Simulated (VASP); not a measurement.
# C (P6_222) in VASP: further runs

Runs on C. Level: PBE. Tasks: single point, relaxation of cell and atoms.

Everything below comes from runs of VASP 6.6.1. Logs are shortened: lines on timing, memory, paths and dates and some standing lists are left out, and cuts for length are marked.

### Step 1. The cell of the first run

Symmetry: P6_222, No. 180, hexagonal system. Conventional cell: a = 2.605 Å, b = 2.605 Å, c = 2.800 Å, α = 90.00°, β = 90.00°, γ = 120.00°. C (site symmetry 222) has 4 C at 1.60 Å within 2.1 Å.

### Step 2. Single point, PBE

File INCAR:

```
PREC     = Accurate       # precision mode
ENCUT    = 520            # plane-wave cutoff, eV
EDIFF    = 1E-6           # SCF threshold, eV
ISMEAR   = 0              # smearing method
SIGMA    = 0.1            # smearing width, eV
LREAL    = F              # projectors in reciprocal space
LASPH    = T              # aspherical terms in the spheres
NELM     = 60             # most SCF steps
ALGO     = Normal         # electronic algorithm
ISIF     = 2              # what is computed and relaxed
LWAVE    = F              # write WAVECAR
LCHARG   = T              # write CHGCAR
GGA      = PE             # functional
LELF     = T              # ELF
LVHAR    = T            
NBANDS   = 13             # bands
```

File KPOINTS:

```
Automatic mesh
0
Gamma
  6 6 6
```

File POSCAR:

```
C
1.0
    2.6054342682     -0.0000000029      0.0000000000
   -1.3027171316      2.2563722656      0.0000000000
    0.0000000000      0.0000000000      2.8001671583
C
3
Direct
    0.1666649003      0.8333350997      0.6666666667
    0.1666649003      0.3333298005      0.3333333333
    0.6666701995      0.8333350997      0.0000000000
```

Potentials or basis: VASP PAW PBE potentials, release 64 (C).

On the command line:

```console
cat potpaw_PBE.64/C/POTCAR > POTCAR
mpirun -np 1 vasp_std > vasp.out
```

OUTCAR:

```text
PREC = Accurate
   ENCUT = 520
   EDIFF = 1E-6
   ISMEAR = 0
   LREAL = F
   LASPH = T
   NELM = 60
   ISIF = 2
   GGA = PE

 ion  position               nearest neighbor table
   1  0.167  0.833  0.667-   3 1.60   2 1.60   3 1.60   2 1.60
   2  0.167  0.333  0.333-   3 1.60   1 1.60   3 1.60   1 1.60
   3  0.667  0.833  0.000-   2 1.60   1 1.60   2 1.60   1 1.60

  LATTYP: Found a hexagonal cell.
 ALAT       =     2.6054342682
 C/A-ratio  =     1.0747410489

  Lattice vectors:

 A1 = (   2.6054342682,  -0.0000000029,   0.0000000000)
 A2 = (  -1.3027171316,   2.2563722656,   0.0000000000)
 A3 = (   0.0000000000,   0.0000000000,   2.8001671583)

Analysis of symmetry for initial positions (statically):
=====================================================================
 Subroutine PRICEL returns:
 Original cell was already a primitive cell.

 Routine SETGRP: Setting up the symmetry group for a
 hexagonal supercell.

 Subroutine GETGRP returns: Found  6 space group operations
 (whereof  2 operations were pure point group operations)
 out of a pool of 24 trial point group operations.

The static configuration has the point symmetry C_2 .
 The point group associated with its full space group is D_3 .

Analysis of symmetry for dynamics (positions and initial velocities):
=====================================================================
 Subroutine PRICEL returns:
 Original cell was already a primitive cell.

 Routine SETGRP: Setting up the symmetry group for a
 hexagonal supercell.

 Subroutine GETGRP returns: Found  6 space group operations
 (whereof  2 operations were pure point group operations)
 out of a pool of 24 trial point group operations.

The dynamic configuration has the point symmetry C_2 .
 The point group associated with its full space group is D_3 .

 Subroutine INISYM returns: Found  6 space group operations
 (whereof  2 operations are pure point group operations),
 and found     1 'primitive' translations

----------------------------------------------------------------------------------------

                                     Primitive cell

  volume of cell :      16.4617

  direct lattice vectors                    reciprocal lattice vectors
     2.605434268 -0.000000003  0.000000000     0.383813176  0.221594640  0.000000000
    -1.302717132  2.256372266  0.000000000     0.000000000  0.443189280  0.000000000
     0.000000000  0.000000000  2.800167158     0.000000000  0.000000000  0.357121537

[... 95 lines left out ...]
   PSTRESS=    0.0 pullay stress
   NELECT =      12.0000    total number of electrons
   NUPDOWN=      -1.0000    fix difference up-down
   EMIN   =  10.00;   EMAX   =-10.00  energy-range for DOS
   EFERMI =   0.00;   METHOD = LEGACY
   ISMEAR =     0;   SIGMA  =   0.10  broadening in eV -4-tet -1-fermi 0-gaus
   EFERMI_NEDOS =   21; number of points for ismear=-14 and -15
   IALGO  =     38    algorithm
   IMIX   =      4    mixing-type and parameters
     AMIX     =   0.40;   BMIX     =  1.00
     AMIX_MAG =   1.60;   BMIX_MAG =  1.00
  volume/ion in A,a.u.               =       5.49        37.03
  Fermi-wavevector in a.u.,A,eV,Ry     =   1.473365  2.784256 29.535581  2.170804
  Thomas-Fermi vector in A             =   2.588267
   LORBIT       =      0    0 simple, 1 ext, 2 COOP (PROOUT), +10 PAW based schemes
   GGA     = PE    functional components
   LHFCALC =     F    Hartree Fock is set to
   AEXX    =    0.0000 exact exchange contribution
   IVDW    =     0    specifies the selected vdW correction
   LEPSILON=     F    determine dielectric tensor
   LRPA    =     F    only Hartree local field effects (RPA)
 non-spin polarized calculation
 Gauss-broadening in eV      SIGMA  =   0.10
  energy-cutoff  :      520.00
  volume of cell :       16.46
 maximum number of plane-waves:       466
   NGX =  9   NGY =  9   NGZ = 11

 number of electron      11.9999999 magnetization

 Free energy of the ion-electron system (eV)
  ---------------------------------------------------
  ext. energy  EPLUGINS =         0.00000000
  ---------------------------------------------------
  free energy    TOTEN  =       -23.93238740 eV

  energy without entropy =      -23.93238740  energy(sigma->0) =      -23.93238740

 E-fermi :  11.4980     XC(G=0): -13.7046

 val. band max:       10.9464309660   @ k =   0.0000   0.0000   0.5000
 cond. band min:      12.8705617605   @ k =   0.5000  -0.0000   0.0000
 fundamental gap:      1.9241307945
 Fermi energy:        11.4980145316

 k-point     1 :       0.0000    0.0000    0.0000
  band No.  band energies     occupation
      1     -11.5169      2.00000
      2       2.9064      2.00000
      3       2.9064      2.00000
      4       4.3723      2.00000
      5       9.0713      2.00000
      6       9.0713      2.00000
      7      17.7647      0.00000
      8      17.7647      0.00000
      9      20.3221      0.00000
     10      20.6812      0.00000
     11      20.6812      0.00000
     12      21.8838      0.00000
     13      23.9589      0.00000
[... 354 lines left out ...]
  band No.  band energies     occupation
      1      -5.5272      2.00000
      2      -1.6964      2.00000
      3      -0.7160      2.00000
      4       2.8012      2.00000
      5       3.3140      2.00000
      6       7.0729      2.00000
      7      15.8041      0.00000
      8      18.1610      0.00000
      9      19.3759      0.00000
     10      21.1841      0.00000
     11      23.2776      0.00000
     12      25.2595      0.00000
     13      33.6450      0.00000

 [... further k-points ...]

------------------------ aborting loop because EDIFF is reached ----------------------------------------

  FORCE on cell =-STRESS in cart. coord.  units (eV):
  Direction    XX          YY          ZZ          XY          YZ          ZX
  --------------------------------------------------------------------------------------
  -------------------------------------------------------------------------------------
  Total        0.0514819      0.0514819      0.0590944     -0.0000000     -0.0000000      0.0000000
  in kB        5.0106040      5.0106040      5.7515082     -0.0000000     -0.0000000      0.0000000
  external PRESSURE =       5.2575720 kB  Pullay stress =       0.0000000 kB

 VOLUME and BASIS-vectors are now :
 -----------------------------------------------------------------------------
  energy-cutoff  :      520.00
  volume of cell :       16.46
      direct lattice vectors                 reciprocal lattice vectors
     2.605434268 -0.000000003  0.000000000     0.383813176  0.221594640  0.000000000
    -1.302717132  2.256372266  0.000000000     0.000000000  0.443189280  0.000000000
     0.000000000  0.000000000  2.800167158     0.000000000  0.000000000  0.357121537

 POSITION                                       TOTAL-FORCE (eV/Angst)
 -----------------------------------------------------------------------------------
     -0.65137      1.88031      1.86678         0.000344     -0.000199      0.000000
      0.00000      0.75212      0.93339         0.000000      0.000397      0.000000
      0.65137      1.88031      0.00000        -0.000344     -0.000199      0.000000
 -----------------------------------------------------------------------------------
    total drift:                                0.000000     -0.000000     -0.000000

  FREE ENERGIE OF THE ION-ELECTRON SYSTEM (eV)
  ---------------------------------------------------
  free  energy   TOTEN  =       -23.9323873980 eV

  energy  without entropy=      -23.9323873980  energy(sigma->0) =      -23.93238740
```

stdout:

```text
POSCAR found type information on POSCAR C
 POSCAR found :  1 types and       3 ions
 scaLAPACK will be used
 LDA part: xc-table for (Slater+PW92), standard interpolation
 POSCAR, INCAR and KPOINTS ok, starting setup
 FFT: planning ... GRIDC
 FFT: planning ... GRID_SOFT
 FFT: planning ... GRID
 WAVECAR not read
 entering main loop
```

Run time: 8.1 s. Hardware: 1 thread of Intel Xeon 8259CL, shared host; peak memory 0.12 GiB.

What came out:

```yaml
Free_energy: -23.9324 eV
Pressure: 0.5 GPa
Band_gap_on_the_k_mesh: 1.92 eV, indirect (least direct gap 4.92 eV)
```

Caveat: the k points lie up to 0.46 Å⁻¹ apart. A hybrid or GW would open this gap; PBE tends to underestimate it.

### Step 3. Single point, PBE

File INCAR:

```
SYSTEM = C
PREC = Accurate ; ENCUT = 520
EDIFF = 1E-6 ; ISMEAR = 0
SIGMA = 0.02 ; LREAL = .False.
LASPH = .True. ; NELM = 80
ALGO = Normal ; ISIF = 2
LWAVE = .False. ; LCHARG = .False.
GGA = PE ; NBANDS = 13
```

File KPOINTS:

```
regular mesh
0
Gamma
  12 12 10
  0 0 0
```

File POSCAR:

```
C
1.0
    2.6053471725      0.0000000000      0.0000000000
   -1.3026735862      2.2562968371      0.0000000000
    0.0000000000      0.0000000000      2.8003546986
C
3
Direct
    0.5000000000      0.5000000000      0.3333333333
    0.5000000000      0.0000000000      0.0000000000
    0.0000000000      0.5000000000      0.6666666667
```

Potentials or basis: VASP PAW PBE potentials, release 64 (C).

On the command line:

```console
cat potpaw_PBE.64/C/POTCAR > POTCAR
mpirun -np 1 vasp_std > vasp.out
```

It took 30 s on 1 thread of Intel Xeon 8259CL, shared host; peak memory 0.13 GiB.

It converged, with:

| Item | Value |
| --- | --- |
| Free energy | -23.9322 eV |
| Pressure | 0.5 GPa |
| Band gap on the k mesh | 1.92 eV, indirect (least direct gap 4.64 eV) |

Levels at points of the mesh, in eV from the valence-band top:
```tsv
k point	band 4	band 5	band 6	band 7	band 8	band 9
(0.00, 0.00, 0.00)	-6.57	-1.87	-1.87	6.82	6.82	9.38
(0.50, 0.00, 0.00)	-5.68	-5.49	-4.22	1.92	4.11	8.13
(0.00, 0.00, 0.50)	-3.14	-1.61	0.00	4.92	4.92	7.26
(0.50, 0.00, 0.50)	-11.72	-4.47	-3.38	2.71	4.01	10.16
```

### Step 4. Relaxation of cell and atoms, PBE

File INCAR:

```
SYSTEM = C
ALGO = Normal ; EDIFF = 1E-7
EDIFFG = -0.01 ; ENCUT = 600
GGA = PE ; IBRION = 2
ISIF = 3 ; ISMEAR = 0
LASPH = .TRUE. ; LCHARG = .FALSE.
LREAL = .FALSE. ; LWAVE = .FALSE.
NELM = 80 ; NSW = 100
PREC = Accurate ; SIGMA = 0.02
```

File KPOINTS:

```
k-points
0
G
  12 12 10
  0 0 0
```

File POSCAR:

```
C
1.0
    2.6054342682      0.0000000000      0.0000000000
   -1.3027171341      2.2563722642      0.0000000000
    0.0000000000      0.0000000000      2.8001671583
C
3
Direct
    0.5000000000      0.5000000000      0.3333333333
    0.5000000000      0.0000000000      0.0000000000
    0.0000000000      0.5000000000      0.6666666667
```

On the command line:

```console
cat potpaw_PBE.64/C/POTCAR > POTCAR
mpirun -np 1 vasp_std > vasp.out
```

Wall time 28 s (1 thread of Intel Xeon 8259CL, shared host); peak memory 0.14 GiB.

The run converged. Its results:

```
Free energy             : -23.9364 eV
Pressure after relaxing : 0.0 GPa
Band gap on the k mesh  : 1.92 eV, indirect (least direct gap 4.64 eV)
```

Stress tensor (GPa, compression positive):
```
-0.05  0.00  0.00
 0.00 -0.05  0.00
 0.00  0.00  0.15
```

Final structure:
```
C
1.0
     2.60543    0.00000    0.00000
    -1.30272    2.25637    0.00000
     0.00000    0.00000    2.80017
C
3
Direct
  0.50000 0.50000 0.33333
  0.50000 0.00000 0.00000
  0.00000 0.50000 0.66667
```

Levels at points of the mesh, in eV from the valence-band top:
```
           k point  band 3  band 4  band 5  band 6  band 7  band 8  band 9  band 10
(0.00, 0.00, 0.00)   -8.04   -6.57   -1.88   -1.88    6.82    6.82    9.38     9.73
(0.50, 0.00, 0.00)   -6.11   -5.68   -5.50   -4.22    1.92    4.11    8.13     8.62
(0.00, 0.00, 0.50)   -3.14   -3.14   -1.62    0.00    4.92    4.92    7.26     7.26
(0.50, 0.00, 0.50)  -12.20  -11.72   -4.47   -3.38    2.71    4.00   10.15    12.32
```

Caveat: the relaxation stopped at its first step, so nothing moved. A k mesh can miss the band edges.

### Step 5. Summary

```csv
task,cell,k mesh,cutoff (eV),smearing,gap on the mesh (eV),pressure (GPa)
single point,"a = 2.605, b = 2.605, c = 2.800 Å, angles 90.0, 90.0, 120.0°, 3 atoms",6 × 6 × 6,520,gaussian 0.1 eV,1.92,0.5
single point,"a = 2.605, b = 2.605, c = 2.800 Å, angles 90.0, 90.0, 120.0°, 3 atoms",12 × 12 × 10,520,gaussian 0.02 eV,1.92,0.5
relaxation of cell and atoms,"relaxed from a = 2.605, b = 2.605, c = 2.800 Å, angles 90.0, 90.0, 120.0°, 3 atoms",12 × 12 × 10,600,gaussian 0.02 eV,1.92,0.0
```

Alike in all rows: level PBE; potentials or basis VASP PAW PBE potentials, release 64 (C); no spin polarisation.

Caveats: some runs use coarse meshes; the relaxation stopped at its first step, so nothing moved (some runs).

Total energies depend on the potentials used, so only differences within one code and one set of settings carry meaning.
